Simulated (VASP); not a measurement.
# TlPt (P6/mmm) in VASP: notebook

TlPt is run at these levels: PBEsol; tasks: relaxation of shape and atoms at fixed volume, single point.

All numbers are computed with VASP 6.6.1; they aren't measurements. Logs are shortened: lines on timing, memory, paths and dates and some standing lists are left out, and cuts for length are marked.

### Step 1. The cell of the first run

The structure is hexagonal, space group P6/mmm (No. 191). Conventional cell: a = 6.323 Å, b = 6.323 Å, c = 4.103 Å, α = 90.00°, β = 90.00°, γ = 120.00°. Within 3.6 Å of Tl (site symmetry mmm) lie 6 Pt at 2.75 to 3.16 Å and 4 Tl at 3.16 Å. Pt (site symmetry 6/mmm) has 6 Tl at 3.16 Å and 14 Pt at 4.10 to 4.19 Å within 4.2 Å. Within 3.7 Å of Pt (site symmetry -6m2) lie 6 Tl at 2.75 Å and 3 Pt at 3.65 Å.

### Step 2. Relaxation of shape and atoms at fixed volume, PBEsol (23.68 Å³/atom)

Contents of INCAR:

```
PREC = Accurate
ENCUT = 600
EDIFF = 1E-6
ISMEAR = 0
SIGMA = 0.1
LREAL = False
LASPH = True
NELM = 100
ALGO = Fast
ISIF = 4
LWAVE = False
LCHARG = False
GGA = PS
IBRION = 2
NSW = 50
EDIFFG = -0.01
```

Contents of KPOINTS:

```
regular mesh
0
Gamma
  6 6 10
```

Contents of POSCAR:

```
TlPt
1.0
    6.3232336417      0.0000000000      0.0000000000
   -3.1616168209      5.4760809678      0.0000000000
    0.0000000000      0.0000000000      4.1032313303
Tl Pt
3 3
Direct
    0.0000000000      0.5000000000      0.0000000000
    0.5000000000      0.0000000000      0.0000000000
    0.5000000000      0.5000000000      0.0000000000
    0.0000000000      0.0000000000      0.0000000000
    0.6666666667      0.3333333333      0.5000000000
    0.3333333333      0.6666666667      0.5000000000
```

Potentials or basis: VASP PAW PBE potentials, release 64 (Tl_d, Pt).

The run is started by

```bash
$ cat potpaw_PBE.64/Tl_d/POTCAR potpaw_PBE.64/Pt/POTCAR > POTCAR
$ mpirun -np 1 vasp_std > vasp.out
```

OUTCAR:

```text
PREC = Accurate
   ENCUT = 600
   EDIFF = 1E-6
   ISMEAR = 0
   LREAL = False
   LASPH = True
   NELM = 100
   ISIF = 4
   GGA = PS
   IBRION = 2
   NSW = 50
   EDIFFG = -0.01

 ion  position               nearest neighbor table
   1  0.000  0.500  0.000-   5 2.75   6 2.75   5 2.75   6 2.75   2 3.16   2 3.16   3 3.16   3 3.16
                             4 3.16   4 3.16
   2  0.500  0.000  0.000-   5 2.75   6 2.75   5 2.75   6 2.75   1 3.16   1 3.16   4 3.16   4 3.16
                             3 3.16   3 3.16
   3  0.500  0.500  0.000-   5 2.75   6 2.75   5 2.75   6 2.75   4 3.16   4 3.16   1 3.16   1 3.16
                             2 3.16   2 3.16
   4  0.000  0.000  0.000-   3 3.16   3 3.16   2 3.16   2 3.16   1 3.16   1 3.16
   5  0.667  0.333  0.500-   1 2.75   1 2.75   2 2.75   2 2.75   3 2.75   3 2.75
   6  0.333  0.667  0.500-   1 2.75   1 2.75   2 2.75   2 2.75   3 2.75   3 2.75

  LATTYP: Found a hexagonal cell.
 ALAT       =     6.3232336417
 C/A-ratio  =     0.6489134457

  Lattice vectors:

 A1 = (   6.3232336417,   0.0000000000,   0.0000000000)
 A2 = (  -3.1616168209,   5.4760809678,   0.0000000000)
 A3 = (   0.0000000000,   0.0000000000,   4.1032313303)

Analysis of symmetry for initial positions (statically):
=====================================================================
 Subroutine PRICEL returns:
 Original cell was already a primitive cell.

 Routine SETGRP: Setting up the symmetry group for a
 hexagonal supercell.

 Subroutine GETGRP returns: Found 24 space group operations
 (whereof 24 operations were pure point group operations)
 out of a pool of 24 trial point group operations.

The static configuration has the point symmetry D_6h.

Analysis of symmetry for dynamics (positions and initial velocities):
=====================================================================
 Subroutine PRICEL returns:
 Original cell was already a primitive cell.

 Routine SETGRP: Setting up the symmetry group for a
 hexagonal supercell.

 Subroutine GETGRP returns: Found 24 space group operations
 (whereof 24 operations were pure point group operations)
 out of a pool of 24 trial point group operations.

The dynamic configuration has the point symmetry D_6h.

 Subroutine INISYM returns: Found 24 space group operations
 (whereof 24 operations are pure point group operations),
 and found     1 'primitive' translations

----------------------------------------------------------------------------------------

[... 105 lines left out ...]
   NFREE  =      1    steps in history (QN), initial steepest desc. (CG)
   ISIF   =      4    stress and relaxation
   ISYM   =      2    0-nonsym 1-usesym 2-fastsym
   POTIM  = 0.5000    time-step for ionic-motion
   TEBEG  =    0.0;   TEEND  =   0.0 temperature during run
   PSTRESS=    0.0 pullay stress
   NELECT =      69.0000    total number of electrons
   NUPDOWN=      -1.0000    fix difference up-down
   EMIN   =  10.00;   EMAX   =-10.00  energy-range for DOS
   EFERMI =   0.00;   METHOD = LEGACY
   ISMEAR =     0;   SIGMA  =   0.10  broadening in eV -4-tet -1-fermi 0-gaus
   EFERMI_NEDOS =   21; number of points for ismear=-14 and -15
   IALGO  =     68    algorithm
   IMIX   =      4    mixing-type and parameters
     AMIX     =   0.40;   BMIX     =  1.00
     AMIX_MAG =   1.60;   BMIX_MAG =  1.00
  volume/ion in A,a.u.               =      23.68       159.80
  Fermi-wavevector in a.u.,A,eV,Ry     =   1.286805  2.431709 22.529449  1.655868
  Thomas-Fermi vector in A             =   2.418858
   LORBIT       =      0    0 simple, 1 ext, 2 COOP (PROOUT), +10 PAW based schemes
   GGA     = PS    functional components
   LHFCALC =     F    Hartree Fock is set to
   AEXX    =    0.0000 exact exchange contribution
   IVDW    =     0    specifies the selected vdW correction
   LEPSILON=     F    determine dielectric tensor
   LRPA    =     F    only Hartree local field effects (RPA)
 conjugate gradient relaxation of ions
 non-spin polarized calculation
 RMM-DIIS sequential band-by-band and
 Gauss-broadening in eV      SIGMA  =   0.10
  energy-cutoff  :      600.00
  volume of cell :      142.08
 maximum number of plane-waves:      4793
 NGX is ok and might be reduce to    54
   NGX = 25   NGY = 25   NGZ = 17

--------------------------------------- Ionic step        1  -------------------------------------------

 number of electron      69.0000001 magnetization

 Free energy of the ion-electron system (eV)
  ---------------------------------------------------
  ext. energy  EPLUGINS =         0.00000000
  ---------------------------------------------------
  free energy    TOTEN  =       -25.19982126 eV

  energy without entropy =      -25.17926640  energy(sigma->0) =      -25.18954383

------------------------ aborting loop because EDIFF is reached ----------------------------------------

  FORCE on cell =-STRESS in cart. coord.  units (eV):
  Direction    XX          YY          ZZ          XY          YZ          ZX
  --------------------------------------------------------------------------------------
  -------------------------------------------------------------------------------------
  Total       -1.8871892     -1.8871892     -2.8253236      0.0000000      0.0000000      0.0000000
  in kB      -21.2809460    -21.2809460    -31.8598473      0.0000000      0.0000000      0.0000000
  external PRESSURE =     -24.8072465 kB  Pullay stress =       0.0000000 kB
[... 107 lines left out ...]
--------------------------------------- Ionic step        4  -------------------------------------------

 number of electron      69.0000001 magnetization

 Free energy of the ion-electron system (eV)
  ---------------------------------------------------
  ext. energy  EPLUGINS =         0.00000000
  ---------------------------------------------------
  free energy    TOTEN  =       -25.20871973 eV

  energy without entropy =      -25.18582660  energy(sigma->0) =      -25.19727316

 E-fermi :   6.3608     XC(G=0): -10.9702

 val. band max:        6.3385776010   @ k =   0.3333  -0.0000   0.2000
 cond. band min:       6.3752133384   @ k =   0.3333  -0.0000   0.4000
 fundamental gap:      0.0366357373
 Fermi energy:         6.3608457611

 k-point     1 :       0.0000    0.0000    0.0000
  band No.  band energies     occupation
      1      -6.1457      2.00000
      2      -5.5224      2.00000
      3      -5.5224      2.00000
      4      -5.4412      2.00000
      5      -5.3315      2.00000
      6      -5.3315      2.00000
[... 1045 lines left out ...]
     40      10.4223      0.00000
     41      10.6675      0.00000

 [... further k-points ...]
[... 5 lines left out ...]
  --------------------------------------------------------------------------------------
  -------------------------------------------------------------------------------------
  Total       -1.6065012     -1.6065012     -1.6178023      0.0000000     -0.0000000      0.0000000
  in kB      -18.1157596    -18.1157596    -18.2431966      0.0000000     -0.0000000      0.0000000
  external PRESSURE =     -18.1582386 kB  Pullay stress =       0.0000000 kB
[... 21 lines left out ...]
  FREE ENERGIE OF THE ION-ELECTRON SYSTEM (eV)
  ---------------------------------------------------
  free  energy   TOTEN  =       -25.2087197262 eV

  energy  without entropy=      -25.1858265951  energy(sigma->0) =      -25.19727316

 reached required accuracy - stopping structural energy minimisation
```

OSZICAR:

```text
N       E                     dE             d eps       ncg     rms          rms(c)
DAV:   1     0.467224069985E+03    0.46722E+03   -0.38757E+04  3460   0.177E+03
DAV:   2    -0.959157933322E+01   -0.47682E+03   -0.46295E+03  3835   0.383E+02
DAV:   3    -0.256655100053E+02   -0.16074E+02   -0.15741E+02  4009   0.606E+01
[... 38 lines left out ...]
RMM:   4    -0.252087881039E+02    0.16396E-02   -0.18588E-03  3444   0.201E-01    0.625E-02
RMM:   5    -0.252087218981E+02    0.66206E-04   -0.39198E-04  3460   0.959E-02    0.299E-02
RMM:   6    -0.252087185750E+02    0.33231E-05   -0.49845E-05  3450   0.363E-02    0.897E-03
RMM:   7    -0.252087194636E+02   -0.88860E-06   -0.13872E-05  2922   0.156E-02    0.332E-03
RMM:   8    -0.252087197262E+02   -0.26255E-06   -0.20762E-06  2122   0.601E-03
   4 F= -.25208720E+02 E0= -.25197273E+02  d E =-.889847E-02
```

Wall time 29 min (1 thread of Intel Xeon 8259CL, shared host); peak memory 0.47 GiB.

What came out:

```
Free energy               : -25.2087 eV
Energy gained by relaxing : 1.5 meV/atom
Ionic steps               : 4
Pressure after relaxing   : -1.8 GPa
Band gap on the k mesh    : zero (an odd number of electrons rules out a gap without spin polarisation)
```

Step by step:
| step | energy change (eV) | largest force (eV/Å) | pressure (GPa) | volume (Å³) |
| --- | --- | --- | --- | --- |
| 1 | 0.0000 | 0.0000 | -2.48 | 142.08 |
| 2 | -0.0041 | 0.0000 | -2.31 | 142.08 |
| 3 | -0.0086 | 0.0000 | -1.95 | 142.08 |
| 4 | -0.0089 | 0.0000 | -1.82 | 142.08 |

Final structure:
```cif
data_structure
_symmetry_space_group_name_H-M 'P 1'
_symmetry_Int_Tables_number 1
_cell_length_a 6.3850
_cell_length_b 6.3850
_cell_length_c 4.0242
_cell_angle_alpha 90.000
_cell_angle_beta 90.000
_cell_angle_gamma 120.000
_cell_volume 142.08
loop_
_atom_site_label
_atom_site_type_symbol
_atom_site_fract_x
_atom_site_fract_y
_atom_site_fract_z
_atom_site_occupancy
Tl1 Tl 0.00000 0.50000 0.00000 1
Tl2 Tl 0.50000 0.00000 0.00000 1
Tl3 Tl 0.50000 0.50000 0.00000 1
Pt1 Pt 0.00000 0.00000 0.00000 1
Pt2 Pt 0.66667 0.33333 0.50000 1
Pt3 Pt 0.33333 0.66667 0.50000 1
```

Levels at points of the mesh, in eV from the Fermi level:
```csv
k point,band 32,band 33,band 34,band 35,band 36,band 37
"(0.00, 0.00, 0.00)",-0.81,-0.46,-0.46,-0.28,-0.28,-0.16
"(0.50, 0.00, 0.00)",-0.90,-0.82,-0.76,1.00,1.82,2.96
"(0.00, 0.00, 0.50)",-0.99,-0.53,0.91,0.91,1.05,1.05
"(0.50, 0.00, 0.50)",-1.41,-0.79,-0.75,0.12,0.64,1.11
```

Caveat: the PAW data sets were made with another functional, which shifts forces and pressure a little; spin-orbit coupling is left out, which moves the levels of the heavy elements.

### Step 3. Single point, PBEsol

This run uses another cell than the first one, of 25.39 Å³/atom.

Contents of INCAR:

```
  ALGO = Normal
  EDIFF = 1E-7
  ENCUT = 520
  GGA = PS
  ISIF = 2
  ISMEAR = 0
  LASPH = True
  LCHARG = False
  LREAL = False
  LWAVE = False
  NBANDS = 44
  NELM = 80
  PREC = Accurate
  SIGMA = 0.1
```

Contents of KPOINTS:

```
k-points
0
Gamma
  3 3 6
```

Contents of POSCAR:

```
TlPt
1.0
    6.7580001391      0.0000000000      0.0000000000
   -3.3790000695      5.8525997992      0.0000000000
    0.0000000000      0.0000000000      3.8517080000
Tl Pt
3 3
Direct
    0.0000000000      0.5000000000      0.0000000000
    0.5000000000      0.0000000000      0.0000000000
    0.5000000000      0.5000000000      0.0000000000
    0.0000000000      0.0000000000      0.0000000000
    0.6666666700      0.3333333300      0.5000000000
    0.3333333300      0.6666666700      0.5000000000
```

Potentials or basis: VASP PAW PBE potentials, release 64 (Tl_d, Pt).

The run is started by

```bash
$ cat potpaw_PBE.64/Tl_d/POTCAR potpaw_PBE.64/Pt/POTCAR > POTCAR
$ mpirun -np 1 vasp_std > vasp.out
```

It took 1.9 min on 1 thread of Oxide Virtual Turin-like, shared host; peak memory 0.25 GiB.

Results (log left out):

- Free energy: -24.9848 eV
- Pressure: -4.7 GPa
- Band gap on the k mesh: zero (an odd number of electrons rules out a gap without spin polarisation)

Stress tensor (GPa, compression positive):
```
-4.61  0.00  0.00
 0.00 -4.61  0.00
 0.00  0.00 -4.75
```

Levels at points of the mesh, in eV from the Fermi level:
| k point | band 32 | band 33 | band 34 | band 35 | band 36 | band 37 |
| --- | --- | --- | --- | --- | --- | --- |
| (0.00, 0.00, 0.00) | -0.41 | -0.36 | -0.36 | -0.27 | -0.27 | -0.27 |
| (0.00, 0.00, 0.50) | -0.76 | -0.29 | 0.89 | 0.89 | 1.01 | 1.01 |

Caveat: the cell stands under tension; the PAW data sets were made with another functional, which shifts forces and pressure a little; spin-orbit coupling is left out, which moves the levels of the heavy elements.

### Step 4. Single point, PBEsol (21.61 Å³/atom)

This run uses another cell than the first one, of 21.61 Å³/atom.

Contents of INCAR:

```
SYSTEM = TlPt
PREC = Accurate
ENCUT = 520
EDIFF = 1E-6
ISMEAR = 0
SIGMA = 0.1
LREAL = .FALSE.
LASPH = .TRUE.
NELM = 80
ALGO = Fast
ISIF = 2
LWAVE = .FALSE.
LCHARG = .FALSE.
GGA = PS
NBANDS = 44
```

Contents of KPOINTS:

```
Automatic mesh
0
G
  6 6 10
  0 0 0
```

Contents of POSCAR:

```
TlPt
1.0
    6.0305823143      0.0000000000      0.0000000000
   -3.0152911571      5.2226374838      0.0000000000
    0.0000000000      0.0000000000      4.1169594545
Tl Pt
3 3
Direct
    0.0000000000      0.5000000000      0.0000000000
    0.5000000000      0.0000000000      0.0000000000
    0.5000000000      0.5000000000      0.0000000000
    0.0000000000      0.0000000000      0.0000000000
    0.6666666667      0.3333333333      0.5000000000
    0.3333333333      0.6666666667      0.5000000000
```

The run is started by

```bash
$ cat potpaw_PBE.64/Tl_d/POTCAR potpaw_PBE.64/Pt/POTCAR > POTCAR
$ mpirun -np 1 vasp_std > vasp.out
```

Run time: 6.3 min. Hardware: 1 thread of Oxide Virtual Turin-like, shared host; peak memory 0.34 GiB.

It converged, with:

```yaml
Free_energy: -25.0934 eV
Pressure: 5.5 GPa
Band_gap_on_the_k_mesh: zero (an odd number of electrons rules out a gap without spin polarisation)
```

Stress tensor (GPa, compression positive):
```
5.50 0.00 0.00
0.00 5.50 0.00
0.00 0.00 5.41
```

Levels at points of the mesh, in eV from the Fermi level:
| k point | band 32 | band 33 | band 34 | band 35 | band 36 | band 37 | band 38 | band 39 |
| --- | --- | --- | --- | --- | --- | --- | --- | --- |
| (0.00, 0.00, 0.00) | -0.76 | -0.35 | -0.35 | -0.32 | -0.32 | 0.18 | 0.24 | 5.03 |
| (0.50, 0.00, 0.00) | -1.20 | -1.07 | -0.58 | 1.67 | 2.43 | 2.81 | 3.41 | 4.11 |
| (0.00, 0.00, 0.50) | -1.10 | -0.60 | 0.57 | 0.57 | 1.21 | 1.21 | 1.42 | 1.61 |
| (0.50, 0.00, 0.50) | -1.69 | -0.87 | -0.83 | -0.04 | 0.69 | 1.25 | 2.87 | 3.05 |

Caveat: the cell stands under pressure; the PAW data sets were made with another functional, which shifts forces and pressure a little; spin-orbit coupling is left out, which moves the levels of the heavy elements.

### Step 5. Single point, PBEsol (22.30 Å³/atom)

This run uses another cell than the first one, of 22.30 Å³/atom.

Contents of INCAR:

```
  PREC = Accurate
  ENCUT = 520
  EDIFF = 1E-6
  ISMEAR = 0
  SIGMA = 0.1
  LREAL = F
  LASPH = T
  NELM = 100
  ALGO = Fast
  ISIF = 2
  LWAVE = F
  LCHARG = T
  GGA = PS
  LELF = T
  LVHAR = T
  NBANDS = 44
```

Contents of KPOINTS:

```
Automatic mesh
0
Gamma
  6 6 10
```

POSCAR: that of step 4 with these lines changed.

```diff
@@ -2,5 +2,5 @@
 1.0
-    6.0305823143      0.0000000000      0.0000000000
-   -3.0152911571      5.2226374838      0.0000000000
-    0.0000000000      0.0000000000      4.1169594545
+    6.1442012198      0.0000000000      0.0000000000
+   -3.0721006099      5.3210343423      0.0000000000
+    0.0000000000      0.0000000000      4.0926830196
 Tl Pt
```

The run is started by

```bash
$ cat potpaw_PBE.64/Tl_d/POTCAR potpaw_PBE.64/Pt/POTCAR > POTCAR
$ mpirun -np 1 vasp_std > vasp.out
```

It took 5.6 min on 1 thread of Oxide Virtual Turin-like, shared host; peak memory 0.33 GiB.

The run converged. Its results:

```
Free energy            : -25.1976 eV
Pressure               : 2.4 GPa
Band gap on the k mesh : zero (an odd number of electrons rules out a gap without spin polarisation)
```

Levels at points of the mesh, in eV from the Fermi level:
```csv
k point,band 33,band 34,band 35,band 36,band 37,band 38
"(0.00, 0.00, 0.00)",-0.39,-0.39,-0.29,-0.29,0.06,0.55
"(0.50, 0.00, 0.00)",-0.98,-0.65,1.44,2.24,2.92,3.26
"(0.00, 0.00, 0.50)",-0.57,0.68,0.68,1.17,1.17,1.32
"(0.50, 0.00, 0.50)",-0.82,-0.81,0.01,0.68,1.21,2.78
```

Caveat: the PAW data sets were made with another functional, which shifts forces and pressure a little; spin-orbit coupling is left out, which moves the levels of the heavy elements.

[end of part 1 of 2]

The gap in the log of VASP goes by the Fermi energy; the results here count the filled bands.